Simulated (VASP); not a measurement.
Write the native input for VASP 6.6.1 that does the following.

```yaml
Task: single point
Functional: r2SCAN
Potentials_or_basis: VASP PAW PBE potentials, release 64 (Al, Ga_d, N)
Cutoff: 520 eV
k_mesh: 8 × 8 × 6
Occupations: gaussian, width 0.05 eV
Spin: no spin polarisation
Dipole_correction: no
Further_INCAR_settings: ALGO = Normal; EDIFF = 1e-06; NBANDS = 21
```

Crystal: AlGaN2.

```
Al Ga N
1.0
     3.23510    0.00000    0.00000
     0.00000    3.23510    0.00000
     0.00000    0.00000    4.42384
Al Ga N
1 1 2
Direct
  0.50000 0.50000 0.50000
  0.00000 0.00000 0.00000
  0.50000 0.00000 0.73826
  0.00000 0.50000 0.26174
```

This cell differs from its parent crystal: strain +0.030 along x and y, +0.000 along z.

One way to write it, as run:

POSCAR

```
AlGaN2
1.0
    3.2351033602      0.0000000000      0.0000000000
    0.0000000000      3.2351033602      0.0000000000
    0.0000000000      0.0000000000      4.4238379400
Al Ga N
1 1 2
Direct
    0.5000000000      0.5000000000      0.5000000000
    0.0000000000      0.0000000000      0.0000000000
    0.5000000000      0.0000000000      0.7382648100
    0.0000000000      0.5000000000      0.2617351900
```

INCAR.step1

```
SYSTEM = AlGaN2
ALGO = Normal
EDIFF = 1E-4
ENCUT = 520
GGA = PE
ISMEAR = 0
LASPH = .True.
LCHARG = .False.
LREAL = .False.
LWAVE = .True.
NBANDS = 21
NELM = 60
PREC = Accurate
SIGMA = 0.05
```

INCAR.step2

```
SYSTEM = AlGaN2
ALGO = Normal
EDIFF = 1E-6
ENCUT = 520
ISIF = 2
ISMEAR = 0
ISTART = 1
LASPH = .True.
LCHARG = .True.
LELF = .True.
LMIXTAU = .True.
LREAL = .False.
LVHAR = .True.
LWAVE = .False.
METAGGA = R2SCAN
NBANDS = 21
NELM = 60
PREC = Accurate
SIGMA = 0.05
```

KPOINTS

```
k-points
0
Gamma
  8 8 6
  0 0 0
```

Potentials or basis: VASP PAW PBE potentials, release 64 (Al, Ga_d, N).

Run with:

```bash
$ cat potpaw_PBE.64/Al/POTCAR potpaw_PBE.64/Ga_d/POTCAR potpaw_PBE.64/N/POTCAR > POTCAR
$ cp INCAR.step1 INCAR
$ mpirun -np 1 vasp_std > vasp.out
$ cp INCAR.step2 INCAR
$ mpirun -np 1 vasp_std > vasp.out
```

Results of the run:

```json
{"Pressure": "-10.8 GPa", "Largest force": "0.039 eV/Å", "Band gap on the k mesh": "2.94 eV, direct"}
```

Caveat: the cell differs from its parent crystal (strain +0.030 along x and y, +0.000 along z); the PAW data sets were made with another functional, which shifts forces and pressure a little.

Run time: 59 s on 1 thread of Intel(R) Xeon(R) 6975P-C (Granite Rapids) (shared host), peak memory 0.2 GiB.
